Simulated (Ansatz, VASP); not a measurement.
LaHg2 in VASP and in Ansatz

File INCAR:

```
SYSTEM = LaHg2
PREC = Accurate
ENCUT = 520
EDIFF = 1E-8
ISMEAR = -1
SIGMA = 0.05
LREAL = .FALSE.
LASPH = .TRUE.
NELM = 60
ALGO = Normal
ISIF = 2
LWAVE = .FALSE.
LCHARG = .FALSE.
GGA = CA
LEFG = .TRUE.
NBANDS = 24
```

The input KPOINTS:

```
regular mesh
0
G
  7 7 8
  0 0 0
```

The input POSCAR:

```
LaHg2
1.0
    4.9580000000      0.0000000000      0.0000000000
   -2.4790000000      4.2937539520      0.0000000000
    0.0000000000      0.0000000000      3.6400000000
La Hg
1 2
Direct
    0.0000000000      0.0000000000      0.0000000000
    0.2533333333      0.6266666667      0.5000000000
    0.7466666667      0.3733333333      0.5000000000
```

Input for Ansatz:

```yaml
crystal:
  lattice:
    - [4.958, 0.0, 0.0]
    - [-2.479, 4.293753952, 0.0]
    - [0.0, 0.0, 3.64]
  atoms:
    - { symbol: La, position: [0.0, 0.0, 0.0] }
    - { symbol: Hg, position: [0.2533333333, 0.6266666667, 0.5] }
    - { symbol: Hg, position: [0.7466666667, 0.3733333333, 0.5] }
kpoints:
  mp_grid: { grid: [7, 7, 8] }
scf:
  occupations: { method: fermi_dirac, width: 0.05 }
hamiltonian:
  xc: lda
  pseudopotentials: { kind: paw }
output:
  forces: true
  stress: true
  eigenvalues: true
  efg: { contact_densities: true }
  populations: true
  write_density: true
  write_potential: true
  elf: true
  volumetric_format: npy
```

Change from the starting cell: shortest bond scaled by 0.76, PAW files.

Alike in both runs: task electric field gradients; functional LDA; k mesh 7 × 7 × 8; occupations fermi-dirac, width 0.05 eV; no spin polarisation.

```csv
,VASP,Ansatz
version,VASP 6.6.1,Ansatz 0.2.0
potentials or method,"VASP PAW LDA potentials, release 64 (La, Hg)","PAW with Ansatz's default frozen-core files, scalar-relativistic"
plane-wave cutoff (eV),520,420
valence electrons in the cell,35,51
```

VASP gave:

* pressure (GPa): 16.9
* traceless stress, the component that is largest in VASP (GPa): 20.18
* rms of the force components (eV/Å): 6.418
* size of Vzz on the site where it differs most (V/Å²): 524.4

Task: Which values does Ansatz return?

Result: Pressure (GPa): 15.1; traceless stress, the component that is largest in VASP (GPa): 18.46; rms of the force components (eV/Å): 5.963; size of Vzz on the site where it differs most (V/Å²): 341.8.

LDA's correlation is that of Perdew and Zunger in VASP and of Perdew and Wang (1992) in Ansatz. Atom by atom the forces differ by 0.455 eV/Å (rms over components). VASP's potentials hold 35 valence electrons a cell and Ansatz's 51, so a difference there can come from the potentials and not from the codes.

Spin-orbit coupling is off throughout.
